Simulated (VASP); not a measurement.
# Sb (P6_3/mmc) in VASP: further runs

Sb is run at these levels: revPBE; tasks: single point.

Program: VASP 6.6.1. These are calculated values, not measurements. Logs are shortened: lines on timing, memory, paths and dates and some standing lists are left out, and cuts for length are marked.

## (1) The cell of the first run

The structure is hexagonal, space group P6_3/mmc (No. 194). Conventional cell: a = 3.386 Å, b = 3.386 Å, c = 5.609 Å, α = 90.00°, β = 90.00°, γ = 120.00°. Within 4.5 Å of Sb (site symmetry -6m2) lie 12 Sb at 3.39 to 3.42 Å.

## (2) Single point, revPBE

The input, INCAR:

```
SYSTEM = Sb
ALGO = Normal
EDIFF = 1E-6
ENCUT = 520
GGA = RE
ISIF = 2
ISMEAR = -1
LASPH = .True.
LCHARG = .True.
LELF = .True.
LREAL = .False.
LVHAR = .True.
LWAVE = .False.
NBANDS = 12
NELM = 80
PREC = Accurate
SIGMA = 0.1
```

The input, KPOINTS:

```
k-points
0
Gamma
  12 12 7
  0 0 0
```

The input, POSCAR:

```
Sb
1.0
    3.3859389865      0.0000000000      0.0000000000
   -1.6929694932      2.9323091780      0.0000000000
    0.0000000000      0.0000000000      5.6091699800
Sb
2
Direct
    0.3333333333      0.6666666667      0.2500000000
    0.6666666667      0.3333333333      0.7500000000
```

Potentials or basis: VASP PAW PBE potentials, release 64 (Sb).

Launch:

```bash
cat potpaw_PBE.64/Sb/POTCAR > POTCAR
mpirun -np 1 vasp_std > vasp.out
```

OUTCAR:

```text
SYSTEM = Sb
   EDIFF = 1E-6
   ENCUT = 520
   GGA = RE
   ISIF = 2
   ISMEAR = -1
   LASPH = .True.
   LREAL = .False.
   NELM = 80
   PREC = Accurate

 ion  position               nearest neighbor table
   1  0.333  0.667  0.250-   2 3.42   2 3.42   2 3.42   2 3.42   2 3.42   2 3.42
   2  0.667  0.333  0.750-   1 3.42   1 3.42   1 3.42   1 3.42   1 3.42   1 3.42

  LATTYP: Found a hexagonal cell.
 ALAT       =     3.3859389865
 C/A-ratio  =     1.6566069272

  Lattice vectors:

 A1 = (   3.3859389865,   0.0000000000,   0.0000000000)
 A2 = (  -1.6929694932,   2.9323091780,   0.0000000000)
 A3 = (   0.0000000000,   0.0000000000,   5.6091699800)

Analysis of symmetry for initial positions (statically):
=====================================================================
 Subroutine PRICEL returns:
 Original cell was already a primitive cell.

 Routine SETGRP: Setting up the symmetry group for a
 hexagonal supercell.

 Subroutine GETGRP returns: Found 24 space group operations
 (whereof 12 operations were pure point group operations)
 out of a pool of 24 trial point group operations.

The static configuration has the point symmetry D_3d.
 The point group associated with its full space group is D_6h.

Analysis of symmetry for dynamics (positions and initial velocities):
=====================================================================
 Subroutine PRICEL returns:
 Original cell was already a primitive cell.

 Routine SETGRP: Setting up the symmetry group for a
 hexagonal supercell.

 Subroutine GETGRP returns: Found 24 space group operations
 (whereof 12 operations were pure point group operations)
 out of a pool of 24 trial point group operations.

The dynamic configuration has the point symmetry D_3d.
 The point group associated with its full space group is D_6h.

 Subroutine INISYM returns: Found 24 space group operations
 (whereof 12 operations are pure point group operations),
 and found     1 'primitive' translations

----------------------------------------------------------------------------------------

                                     Primitive cell

  volume of cell :      55.6913

  direct lattice vectors                    reciprocal lattice vectors
     3.385938986  0.000000000  0.000000000     0.295339049  0.170514079  0.000000000
    -1.692969493  2.932309178  0.000000000     0.000000000  0.341028159  0.000000000
     0.000000000  0.000000000  5.609169980     0.000000000  0.000000000  0.178279497

[... 86 lines left out ...]
   NSW    =      0    number of steps for IOM
   IBRION =     -1    ionic relax: 0-MD 1-quasi-New 2-CG
   NFREE  =      0    steps in history (QN), initial steepest desc. (CG)
   ISIF   =      2    stress and relaxation
   ISYM   =      2    0-nonsym 1-usesym 2-fastsym
   POTIM  = 0.5000    time-step for ionic-motion
   TEBEG  =    0.0;   TEEND  =   0.0 temperature during run
   PSTRESS=    0.0 pullay stress
   NELECT =      10.0000    total number of electrons
   NUPDOWN=      -1.0000    fix difference up-down
   EMIN   =  10.00;   EMAX   =-10.00  energy-range for DOS
   EFERMI =   0.00;   METHOD = LEGACY
   ISMEAR =    -1;   SIGMA  =   0.10  broadening in eV -4-tet -1-fermi 0-gaus
   EFERMI_NEDOS =   21; number of points for ismear=-14 and -15
   IALGO  =     38    algorithm
   IMIX   =      4    mixing-type and parameters
     AMIX     =   0.40;   BMIX     =  1.00
     AMIX_MAG =   1.60;   BMIX_MAG =  1.00
  volume/ion in A,a.u.               =      27.85       187.91
  Fermi-wavevector in a.u.,A,eV,Ry     =   0.923590  1.745331 11.606009  0.853018
  Thomas-Fermi vector in A             =   2.049243
   LORBIT       =      0    0 simple, 1 ext, 2 COOP (PROOUT), +10 PAW based schemes
   GGA     = RE    functional components
   LHFCALC =     F    Hartree Fock is set to
   AEXX    =    0.0000 exact exchange contribution
   IVDW    =     0    specifies the selected vdW correction
   LEPSILON=     F    determine dielectric tensor
   LRPA    =     F    only Hartree local field effects (RPA)
 non-spin polarized calculation
  energy-cutoff  :      520.00
  volume of cell :       55.69
 maximum number of plane-waves:      1521
 NGX is ok and might be reduce to    28
   NGX = 13   NGY = 13   NGZ = 21

 number of electron      10.0000000 magnetization

 Free energy of the ion-electron system (eV)
  ---------------------------------------------------
  ext. energy  EPLUGINS =         0.00000000
  ---------------------------------------------------
  free energy    TOTEN  =        -7.08503989 eV

  energy without entropy =       -7.03738029  energy(sigma->0) =       -7.06121009

 E-fermi :   8.1835     XC(G=0): -10.0550

 val. band max:        8.1296218497   @ k =   0.4167   0.1667   0.0000
 cond. band min:       8.1888822689   @ k =   0.0000   0.0000   0.4286
 fundamental gap:      0.0592604192
 Fermi energy:         8.1834915110

 k-point     1 :       0.0000    0.0000    0.0000
  band No.  band energies     occupation
      1      -4.4919      2.00000
      2      -1.0401      2.00000
      3       2.5365      2.00000
      4      11.7586      0.00000
      5      11.7586      0.00000
      6      13.1322      0.00000
      7      13.2566      0.00000
      8      13.2566      0.00000
      9      15.8644      0.00000
     10      17.0525      0.00000
     11      18.0033      0.00000
     12      18.0033      0.00000
[... 331 lines left out ...]
 k-point    24 :       0.3333   -0.0000    0.1429
  band No.  band energies     occupation
      1      -2.5359      2.00000
      2       0.0883      2.00000
      3       4.3190      2.00000
      4       5.4164      2.00000
      5       7.0678      1.99997
      6       9.2520      0.00005
      7      10.5627      0.00000
      8      11.8504      0.00000
      9      13.3267      0.00000
     10      15.1067      0.00000
     11      16.5257      0.00000
     12      17.9832      0.00000

 [... further k-points ...]
[... 5 lines left out ...]
  --------------------------------------------------------------------------------------
  -------------------------------------------------------------------------------------
  Total        0.0291032      0.0291032     -0.0379281      0.0000000     -0.0000000      0.0000000
  in kB        0.8372676      0.8372676     -1.0911495      0.0000000     -0.0000000      0.0000000
  external PRESSURE =       0.1944619 kB  Pullay stress =       0.0000000 kB

 VOLUME and BASIS-vectors are now :
 -----------------------------------------------------------------------------
  energy-cutoff  :      520.00
  volume of cell :       55.69
      direct lattice vectors                 reciprocal lattice vectors
     3.385938986  0.000000000  0.000000000     0.295339049  0.170514079  0.000000000
    -1.692969493  2.932309178  0.000000000     0.000000000  0.341028159  0.000000000
     0.000000000  0.000000000  5.609169980     0.000000000  0.000000000  0.178279497

 POSITION                                       TOTAL-FORCE (eV/Angst)
 -----------------------------------------------------------------------------------
     -0.00000      1.95487      1.40229        -0.000000      0.000000      0.000000
      1.69297      0.97744      4.20688         0.000000     -0.000000      0.000000
 -----------------------------------------------------------------------------------
    total drift:                               -0.000000      0.000000     -0.000000

  FREE ENERGIE OF THE ION-ELECTRON SYSTEM (eV)
  ---------------------------------------------------
  free  energy   TOTEN  =        -7.0850398942 eV

  energy  without entropy=       -7.0373802891  energy(sigma->0) =       -7.06121009
```

stdout:

```text
POSCAR found type information on POSCAR Sb
 POSCAR found :  1 types and       2 ions
 scaLAPACK will be used
 -----------------------------------------------------------------------------
|                                                                             |
|                                                                             |
|     You enforced a specific xc type in the INCAR file but a different       |
|     I HOPE YOU KNOW WHAT YOU ARE DOING!                                     |
|                                                                             |
 -----------------------------------------------------------------------------

 LDA part: xc-table for (Slater+PW92), standard interpolation
 POSCAR, INCAR and KPOINTS ok, starting setup
 FFT: planning ... GRIDC
 FFT: planning ... GRID_SOFT
 FFT: planning ... GRID
 WAVECAR not read
 entering main loop
```

Wall time 27 s (1 thread of AMD EPYC 9R14 (Zen 4), shared host); peak memory 0.16 GiB.

What came out:

```
Free energy            : -7.0850 eV
Pressure               : 0.0 GPa
Band gap on the k mesh : zero (band 5 reaches 12.33 eV, above the bottom of band 6 at 5.38 eV)
```

Caveat: the PAW data sets were made with another functional, which shifts forces and pressure a little; spin-orbit coupling is left out, which moves the levels of the heavy elements.

## (3) Single point, revPBE (volume scaled by 1.04)

The input, INCAR:

```
PREC     = Accurate       # precision mode
ENCUT    = 520            # plane-wave cutoff, eV
EDIFF    = 1E-6           # SCF threshold, eV
ISMEAR   = -1             # smearing method
SIGMA    = 0.1            # smearing width, eV
LREAL    = False          # projectors in reciprocal space
LASPH    = True           # aspherical terms in the spheres
NELM     = 80             # most SCF steps
ALGO     = Normal         # electronic algorithm
ISIF     = 2              # what is computed and relaxed
LWAVE    = False          # write WAVECAR
LCHARG   = True           # write CHGCAR
GGA      = RE             # functional
LELF     = True           # ELF
LVHAR    = True         
NBANDS   = 12             # bands
```

The input, KPOINTS:

```
Automatic mesh
0
Gamma
  12 12 7
```

The input, POSCAR:

```
Sb
1.0
    3.4304959249      0.0000000000      0.0000000000
   -1.7152479625      2.9708966186      0.0000000000
    0.0000000000      0.0000000000      5.6829833129
Sb
2
Direct
    0.3333333333      0.6666666667      0.2500000000
    0.6666666667      0.3333333333      0.7500000000
```

Potentials or basis: VASP PAW PBE potentials, release 64 (Sb).

Launch:

```bash
cat potpaw_PBE.64/Sb/POTCAR > POTCAR
mpirun -np 1 vasp_std > vasp.out
```

OUTCAR:

```text
PREC = Accurate
   ENCUT = 520
   EDIFF = 1E-6
   ISMEAR = -1
   LREAL = False
   LASPH = True
   NELM = 80
   ISIF = 2
   GGA = RE

 ion  position               nearest neighbor table
   1  0.333  0.667  0.250-   2 3.46   2 3.46   2 3.46   2 3.46   2 3.46   2 3.46
   2  0.667  0.333  0.750-   1 3.46   1 3.46   1 3.46   1 3.46   1 3.46   1 3.46

  LATTYP: Found a hexagonal cell.
 ALAT       =     3.4304959249
 C/A-ratio  =     1.6566069272

  Lattice vectors:

 A1 = (   3.4304959249,   0.0000000000,   0.0000000000)
 A2 = (  -1.7152479625,   2.9708966186,   0.0000000000)
 A3 = (   0.0000000000,   0.0000000000,   5.6829833129)

Analysis of symmetry for initial positions (statically):
=====================================================================
 Subroutine PRICEL returns:
 Original cell was already a primitive cell.

 Routine SETGRP: Setting up the symmetry group for a
 hexagonal supercell.

 Subroutine GETGRP returns: Found 24 space group operations
 (whereof 12 operations were pure point group operations)
 out of a pool of 24 trial point group operations.

The static configuration has the point symmetry D_3d.
 The point group associated with its full space group is D_6h.

Analysis of symmetry for dynamics (positions and initial velocities):
=====================================================================
 Subroutine PRICEL returns:
 Original cell was already a primitive cell.

 Routine SETGRP: Setting up the symmetry group for a
 hexagonal supercell.

 Subroutine GETGRP returns: Found 24 space group operations
 (whereof 12 operations were pure point group operations)
 out of a pool of 24 trial point group operations.

The dynamic configuration has the point symmetry D_3d.
 The point group associated with its full space group is D_6h.

 Subroutine INISYM returns: Found 24 space group operations
 (whereof 12 operations are pure point group operations),
 and found     1 'primitive' translations

----------------------------------------------------------------------------------------

[... 117 lines left out ...]
   GGA     = RE    functional components
   LHFCALC =     F    Hartree Fock is set to
   AEXX    =    0.0000 exact exchange contribution
   IVDW    =     0    specifies the selected vdW correction
   LEPSILON=     F    determine dielectric tensor
   LRPA    =     F    only Hartree local field effects (RPA)
 non-spin polarized calculation
  energy-cutoff  :      520.00
  volume of cell :       57.92
 maximum number of plane-waves:      1581
 NGX is ok and might be reduce to    28
   NGX = 13   NGY = 13   NGZ = 21

 number of electron      10.0000000 magnetization

 number of electron       9.9999999 magnetization

 Free energy of the ion-electron system (eV)
  ---------------------------------------------------
  ext. energy  EPLUGINS =         0.00000000
  ---------------------------------------------------
  free energy    TOTEN  =        -7.07079645 eV

  energy without entropy =       -7.02180577  energy(sigma->0) =       -7.04630111

 E-fermi :   7.6928     XC(G=0):  -9.8840

 val. band max:        7.6864462562   @ k =   0.4167   0.1667   0.0000
 cond. band min:       7.7203753032   @ k =   0.0833   0.0000   0.4286
 fundamental gap:      0.0339290471
 Fermi energy:         7.6927752478

 k-point     1 :       0.0000    0.0000    0.0000
  band No.  band energies     occupation
      1      -4.6911      2.00000
      2      -1.4430      2.00000
      3       2.2923      2.00000
      4      11.0870      0.00000
      5      11.0870      0.00000
      6      12.3736      0.00000
      7      12.5037      0.00000
      8      12.5037      0.00000
      9      15.1919      0.00000
     10      16.5027      0.00000
     11      17.3626      0.00000
     12      17.3626      0.00000
[... 331 lines left out ...]
 k-point    24 :       0.3333    0.0000    0.1429
  band No.  band energies     occupation
      1      -2.8203      2.00000
      2      -0.3758      2.00000
      3       3.9756      2.00000
      4       5.0572      2.00000
      5       6.5510      1.99998
      6       8.7219      0.00007
      7       9.9864      0.00000
      8      11.1740      0.00000
      9      12.8322      0.00000
     10      14.4956      0.00000
     11      15.9365      0.00000
     12      17.3755      0.00000

 [... further k-points ...]
[... 5 lines left out ...]
  --------------------------------------------------------------------------------------
  -------------------------------------------------------------------------------------
  Total       -0.7589704     -0.7589704     -0.6490903      0.0000000      0.0000000      0.0000000
  in kB      -20.9949378    -20.9949378    -17.9553926      0.0000000      0.0000000      0.0000000
  external PRESSURE =     -19.9817561 kB  Pullay stress =       0.0000000 kB

 VOLUME and BASIS-vectors are now :
 -----------------------------------------------------------------------------
  energy-cutoff  :      520.00
  volume of cell :       57.92
      direct lattice vectors                 reciprocal lattice vectors
     3.430495925  0.000000000  0.000000000     0.291503043  0.168299360  0.000000000
    -1.715247962  2.970896619  0.000000000     0.000000000  0.336598720  0.000000000
     0.000000000  0.000000000  5.682983313     0.000000000  0.000000000  0.175963916

 POSITION                                       TOTAL-FORCE (eV/Angst)
 -----------------------------------------------------------------------------------
     -0.00000      1.98060      1.42075        -0.000000     -0.000000      0.000000
      1.71525      0.99030      4.26224         0.000000      0.000000      0.000000
 -----------------------------------------------------------------------------------
    total drift:                               -0.000000      0.000000      0.000000

  FREE ENERGIE OF THE ION-ELECTRON SYSTEM (eV)
  ---------------------------------------------------
  free  energy   TOTEN  =        -7.0707964517 eV

  energy  without entropy=       -7.0218057726  energy(sigma->0) =       -7.04630111
```

Run time: 26 s. Hardware: 1 thread of AMD EPYC 9R14 (Zen 4), shared host; peak memory 0.16 GiB.

Results:

| Quantity | Value |
| --- | --- |
| Free energy | -7.0708 eV |
| Pressure | -2.0 GPa |
| Band gap on the k mesh | zero (band 5 reaches 11.62 eV, above the bottom of band 6 at 5.04 eV) |

Caveat: the PAW data sets were made with another functional, which shifts forces and pressure a little; spin-orbit coupling is left out, which moves the levels of the heavy elements.
